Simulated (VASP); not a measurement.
# K (Fd-3m) in VASP: notebook

The runs below take K through single point, with LDA.

All numbers are computed with VASP 6.6.1; they aren't measurements. Logs are shortened: lines on timing, memory, paths and dates and some standing lists are left out, and cuts for length are marked.

## Step 1: The cell of the first run

Symmetry: Fd-3m, No. 227, cubic system. The conventional cell has a = 8.883 Å, b = 8.883 Å, c = 8.883 Å, α = 90.00°, β = 90.00°, γ = 90.00°. K (site symmetry -43m) has 4 K at 3.85 Å within 5.1 Å.

This isn't the form of K at room conditions, which is bcc.

## Step 2: Single point, LDA (87.61 Å³/atom)

Input file INCAR:

```
PREC = Accurate
ENCUT = 520
EDIFF = 1E-6
ISMEAR = -1
SIGMA = 0.08
LREAL = F
LASPH = T
NELM = 80
ALGO = Normal
ISIF = 2
LWAVE = F
LCHARG = F
NBANDS = 16
```

Input file KPOINTS:

```
regular mesh
0
Gamma
  9 9 9
```

Input file POSCAR:

```
K
1.0
    0.0000000000      4.4413351492      4.4413351492
    4.4413351492      0.0000000000      4.4413351492
    4.4413351492      4.4413351492      0.0000000000
K
2
Direct
   -0.1250000000     -0.1250000000     -0.1250000000
    0.1250000000      0.1250000000      0.1250000000
```

Potentials or basis: VASP PAW LDA potentials, release 64 (K_sv).

Command:

```bash
$ cat potpaw_LDA.64/K_sv/POTCAR > POTCAR
$ mpirun -np 1 vasp_std > vasp.out
```

OUTCAR:

```text
PREC = Accurate
   ENCUT = 520
   EDIFF = 1E-6
   ISMEAR = -1
   LREAL = F
   LASPH = T
   NELM = 80
   ISIF = 2

 ion  position               nearest neighbor table
   1  0.875  0.875  0.875-
   2  0.125  0.125  0.125-

  LATTYP: Found a face centered cubic cell.
 ALAT       =     8.8826702984

  Lattice vectors:

 A1 = (   0.0000000000,   4.4413351492,   4.4413351492)
 A2 = (   4.4413351492,   0.0000000000,   4.4413351492)
 A3 = (   4.4413351492,   4.4413351492,   0.0000000000)

Analysis of symmetry for initial positions (statically):
=====================================================================
 Subroutine PRICEL returns:
 Original cell was already a primitive cell.

 Routine SETGRP: Setting up the symmetry group for a
 face centered cubic supercell.

 Subroutine GETGRP returns: Found 48 space group operations
 (whereof 12 operations were pure point group operations)
 out of a pool of 48 trial point group operations.

The static configuration has the point symmetry D_3d.
 The point group associated with its full space group is O_h .

Analysis of symmetry for dynamics (positions and initial velocities):
=====================================================================
 Subroutine PRICEL returns:
 Original cell was already a primitive cell.

 Routine SETGRP: Setting up the symmetry group for a
 face centered cubic supercell.

 Subroutine GETGRP returns: Found 48 space group operations
 (whereof 12 operations were pure point group operations)
 out of a pool of 48 trial point group operations.

The dynamic configuration has the point symmetry D_3d.
 The point group associated with its full space group is O_h .

 Subroutine INISYM returns: Found 48 space group operations
 (whereof 12 operations are pure point group operations),
 and found     1 'primitive' translations

----------------------------------------------------------------------------------------

                                     Primitive cell

  volume of cell :     175.2147

  direct lattice vectors                    reciprocal lattice vectors
     0.000000000  4.441335149  4.441335149    -0.112578759  0.112578759  0.112578759
     4.441335149  0.000000000  4.441335149     0.112578759 -0.112578759  0.112578759
     4.441335149  4.441335149  0.000000000     0.112578759  0.112578759 -0.112578759

  length of vectors
     6.280996403  6.280996403  6.280996403     0.194992131  0.194992131  0.194992131

  position of ions in fractional coordinates (direct lattice)
     0.875000000  0.875000000  0.875000000
     0.125000000  0.125000000  0.125000000

  ion indices of the primitive-cell ions
   primitive index   ion index
                 1           1
                 2           2

----------------------------------------------------------------------------------------

 KPOINTS: regular mesh

Automatic generation of k-mesh.
 Grid dimensions read from file:
 generate k-points for:    9    9    9

 Generating k-lattice:

  Cartesian coordinates                     Fractional coordinates (reciprocal lattice)
    -0.012508751  0.012508751  0.012508751     0.111111111  0.000000000  0.000000000
     0.012508751 -0.012508751  0.012508751     0.000000000  0.111111111  0.000000000
     0.012508751  0.012508751 -0.012508751     0.000000000  0.000000000  0.111111111

  Length of vectors
     0.021665792  0.021665792  0.021665792

  Shift w.r.t. Gamma in fractional coordinates (k-lattice)
     0.000000000  0.000000000  0.000000000

 Subroutine IBZKPT returns following result:
 ===========================================

 Found     35 irreducible k-points:

 Following reciprocal coordinates:
            Coordinates               Weight
  0.000000  0.000000  0.000000      1.000000
  0.111111  0.000000  0.000000      8.000000
  0.222222  0.000000  0.000000      8.000000
  0.333333  0.000000  0.000000      8.000000
  0.444444  0.000000  0.000000      8.000000
  0.111111  0.111111  0.000000      6.000000
[... 16 lines left out ...]
 -0.333333  0.333333  0.000000     12.000000
  0.444444  0.444444  0.000000      6.000000
 [... further k-points ...]
   k-points           NKPTS =     35   k-points in BZ     NKDIM =     35   number of bands    NBANDS=     16
   number of dos      NEDOS =    301   number of ions     NIONS =      2
   total plane-waves  NPLWV = 110592
   dimension x,y,z NGX =    48 NGY =   48 NGZ =   48
   dimension x,y,z NGXF=    96 NGYF=   96 NGZF=   96
   ions per type =               2
   NGX,Y,Z   is equivalent  to a cutoff of  12.70, 12.70, 12.70 a.u.
   NGXF,Y,Z  is equivalent  to a cutoff of  25.41, 25.41, 25.41 a.u.
 SYSTEM =  unknown system
   PREC   = accura    normal or accurate (medium, high low for compatibility)
   ISTART =      0    job   : 0-new  1-cont  2-samecut
   ICHARG =      2    charge: 1-file 2-atom 10-const
   ISPIN  =      1    spin polarized calculation?
   LNONCOLLINEAR =      F non collinear calculations
   LSORBIT =      F    spin-orbit coupling
   LASPH  =      T    aspherical Exc in radial PAW
   ENCUT  =  520.0 eV  38.22 Ry    6.18 a.u.  11.68 11.68 11.68*2*pi/ulx,y,z
   NELM   =     80;   NELMIN=  2; NELMDL= -5     # of ELM steps
   EDIFF  = 0.1E-05   stopping-criterion for ELM
   LREAL  =      F    real-space projection
   EDIFFG = 0.1E-04   stopping-criterion for IOM
   NSW    =      0    number of steps for IOM
   IBRION =     -1    ionic relax: 0-MD 1-quasi-New 2-CG
   NFREE  =      0    steps in history (QN), initial steepest desc. (CG)
   ISIF   =      2    stress and relaxation
   ISYM   =      2    0-nonsym 1-usesym 2-fastsym
   POTIM  = 0.5000    time-step for ionic-motion
   TEBEG  =    0.0;   TEEND  =   0.0 temperature during run
   PSTRESS=    0.0 pullay stress
   NELECT =      18.0000    total number of electrons
   NUPDOWN=      -1.0000    fix difference up-down
   EMIN   =  10.00;   EMAX   =-10.00  energy-range for DOS
   EFERMI =   0.00;   METHOD = LEGACY
   ISMEAR =    -1;   SIGMA  =   0.08  broadening in eV -4-tet -1-fermi 0-gaus
   EFERMI_NEDOS =   21; number of points for ismear=-14 and -15
   IALGO  =     38    algorithm
   IMIX   =      4    mixing-type and parameters
     AMIX     =   0.40;   BMIX     =  1.00
     AMIX_MAG =   1.60;   BMIX_MAG =  1.00
  volume/ion in A,a.u.               =      87.61       591.20
  Fermi-wavevector in a.u.,A,eV,Ry     =   0.766729  1.448908  7.998511  0.587874
  Thomas-Fermi vector in A             =   1.867132
   LORBIT       =      0    0 simple, 1 ext, 2 COOP (PROOUT), +10 PAW based schemes
   GGA     = CA    functional components
   LHFCALC =     F    Hartree Fock is set to
   AEXX    =    0.0000 exact exchange contribution
   IVDW    =     0    specifies the selected vdW correction
   LEPSILON=     F    determine dielectric tensor
   LRPA    =     F    only Hartree local field effects (RPA)
 non-spin polarized calculation
  energy-cutoff  :      520.00
  volume of cell :      175.21
 maximum number of plane-waves:      4740
   NGX = 23   NGY = 23   NGZ = 23

 number of electron      17.9999997 magnetization

 Free energy of the ion-electron system (eV)
  ---------------------------------------------------
  ext. energy  EPLUGINS =         0.00000000
  ---------------------------------------------------
  free energy    TOTEN  =        -1.70873676 eV

  energy without entropy =       -1.67795756  energy(sigma->0) =       -1.69334716

 E-fermi :  -0.5664     XC(G=0):  -5.3525

 val. band max:       -0.6076278151   @ k =  -0.3333   0.4444   0.2222
 cond. band min:      -0.5597149960   @ k =   0.4444   0.0000   0.0000
 fundamental gap:      0.0479128191
 Fermi energy:        -0.5664473272

 k-point     1 :       0.0000    0.0000    0.0000
  band No.  band energies     occupation
      1     -32.8373      2.00000
      2     -32.8011      2.00000
      3     -16.5998      2.00000
      4     -16.5998      2.00000
      5     -16.5998      2.00000
      6     -16.4771      2.00000
[... 8 lines left out ...]
     15       2.2943      0.00000
     16       2.2943      0.00000

 k-point     2 :       0.1111    0.0000    0.0000
  band No.  band energies     occupation
      1     -32.8365      2.00000
      2     -32.8020      2.00000
      3     -16.6016      2.00000
      4     -16.6016      2.00000
      5     -16.5996      2.00000
      6     -16.4778      2.00000
[... 8 lines left out ...]
     15       2.2301      0.00000
     16       2.3606      0.00000

 k-point     3 :       0.2222    0.0000    0.0000
  band No.  band energies     occupation
      1     -32.8342      2.00000
      2     -32.8042      2.00000
      3     -16.6058      2.00000
      4     -16.6058      2.00000
      5     -16.5992      2.00000
      6     -16.4794      2.00000
[... 8 lines left out ...]
     15       2.1850      0.00000
     16       2.5125      0.00000

 k-point     4 :       0.3333    0.0000    0.0000
  band No.  band energies     occupation
      1     -32.8312      2.00000
      2     -32.8073      2.00000
      3     -16.6103      2.00000
      4     -16.6103      2.00000
      5     -16.5987      2.00000
      6     -16.4811      2.00000
[... 8 lines left out ...]
     15       2.2074      0.00000
     16       2.7026      0.00000
[... 324 lines left out ...]
 k-point    22 :      -0.4444    0.3333    0.0000
  band No.  band energies     occupation
      1     -32.8227      2.00000
      2     -32.8158      2.00000
      3     -16.6290      2.00000
      4     -16.6235      2.00000
      5     -16.5569      2.00000
      6     -16.5235      2.00000
[... 8 lines left out ...]
     15       2.5968      0.00000
     16       3.0374      0.00000

 k-point    23 :      -0.3333    0.3333    0.0000
  band No.  band energies     occupation
      1     -32.8237      2.00000
      2     -32.8147      2.00000
      3     -16.6298      2.00000
      4     -16.6204      2.00000
      5     -16.5639      2.00000
      6     -16.5161      2.00000
[... 8 lines left out ...]
     15       2.4810      0.00000
     16       2.9856      0.00000

 k-point    24 :       0.4444    0.4444    0.0000
  band No.  band energies     occupation
      1     -32.8224      2.00000
      2     -32.8161      2.00000
      3     -16.6267      2.00000
      4     -16.6267      2.00000
      5     -16.5512      2.00000
      6     -16.5300      2.00000
[... 8 lines left out ...]
     15       2.9082      0.00000
     16       2.9082      0.00000

 [... further k-points ...]

------------------------ aborting loop because EDIFF is reached ----------------------------------------

  FORCE on cell =-STRESS in cart. coord.  units (eV):
  Direction    XX          YY          ZZ          XY          YZ          ZX
  --------------------------------------------------------------------------------------
  -------------------------------------------------------------------------------------
  Total        0.1606721      0.1606721      0.1606721     -0.0000000     -0.0000000     -0.0000000
  in kB        1.4691983      1.4691983      1.4691983     -0.0000000     -0.0000000     -0.0000000
  external PRESSURE =       1.4691983 kB  Pullay stress =       0.0000000 kB

 VOLUME and BASIS-vectors are now :
 -----------------------------------------------------------------------------
  energy-cutoff  :      520.00
  volume of cell :      175.21
      direct lattice vectors                 reciprocal lattice vectors
     0.000000000  4.441335149  4.441335149    -0.112578759  0.112578759  0.112578759
     4.441335149  0.000000000  4.441335149     0.112578759 -0.112578759  0.112578759
     4.441335149  4.441335149  0.000000000     0.112578759  0.112578759 -0.112578759

 POSITION                                       TOTAL-FORCE (eV/Angst)
 -----------------------------------------------------------------------------------
      7.77234      7.77234      7.77234        -0.000000     -0.000000     -0.000000
      1.11033      1.11033      1.11033         0.000000      0.000000      0.000000
 -----------------------------------------------------------------------------------
    total drift:                                0.000000      0.000000      0.000000

  FREE ENERGIE OF THE ION-ELECTRON SYSTEM (eV)
  ---------------------------------------------------
  free  energy   TOTEN  =        -1.7087367602 eV

  energy  without entropy=       -1.6779575555  energy(sigma->0) =       -1.69334716
```

It took 1.9 min on 1 thread of Intel Xeon 8259CL, shared host; peak memory 0.28 GiB.

Results:

- Free energy: -1.7087 eV
- Pressure: 0.1 GPa
- Band gap on the k mesh: zero (bands 9 and 10 overlap by 0.24 eV)

Levels at points of the mesh, in eV from the Fermi level:
```csv
k point,band 7,band 8,band 9,band 10,band 11,band 12
"(0.00, 0.00, 0.00)",-15.91,-15.91,-1.98,2.47,2.47,2.47
```

## Step 3: Single point, LDA

This run uses another cell than the first one, of 95.23 Å³/atom.

Input file INCAR:

```
  ALGO = Normal
  EDIFF = 1E-7
  ENCUT = 520
  GGA = CA
  ISIF = 2
  ISMEAR = -1
  LASPH = T
  LCHARG = F
  LREAL = F
  LWAVE = F
  NBANDS = 16
  NELM = 80
  PREC = Accurate
  SIGMA = 0.08
```

Input file KPOINTS:

```
k-points
0
Gamma
  9 9 9
```

Input file POSCAR:

```
K
1.0
    0.0000000000      4.5665085075      4.5665085075
    4.5665085075      0.0000000000      4.5665085075
    4.5665085075      4.5665085075      0.0000000000
K
2
Direct
   -0.1250000000     -0.1250000000     -0.1250000000
    0.1250000000      0.1250000000      0.1250000000
```

Potentials or basis: VASP PAW LDA potentials, release 64 (K_sv).

Command:

```bash
$ cat potpaw_LDA.64/K_sv/POTCAR > POTCAR
$ mpirun -np 1 vasp_std > vasp.out
```

It took 2.6 min on 1 thread of Intel Xeon 8259CL, shared host; peak memory 0.29 GiB.

It converged, with:

```yaml
Free_energy: -1.7167 eV
Pressure: 0.0 GPa
Band_gap_on_the_k_mesh: zero (bands 9 and 10 overlap by 0.15 eV)
```

Levels at points of the mesh, in eV from the Fermi level:
| k point | band 5 | band 6 | band 7 | band 8 | band 9 | band 10 | band 11 | band 12 | band 13 | band 14 |
| --- | --- | --- | --- | --- | --- | --- | --- | --- | --- | --- |
| (0.00, 0.00, 0.00) | -16.01 | -15.91 | -15.91 | -15.91 | -1.87 | 2.42 | 2.42 | 2.42 | 2.70 | 2.70 |

The gap in the log of VASP goes by the Fermi energy; the results here count the filled bands.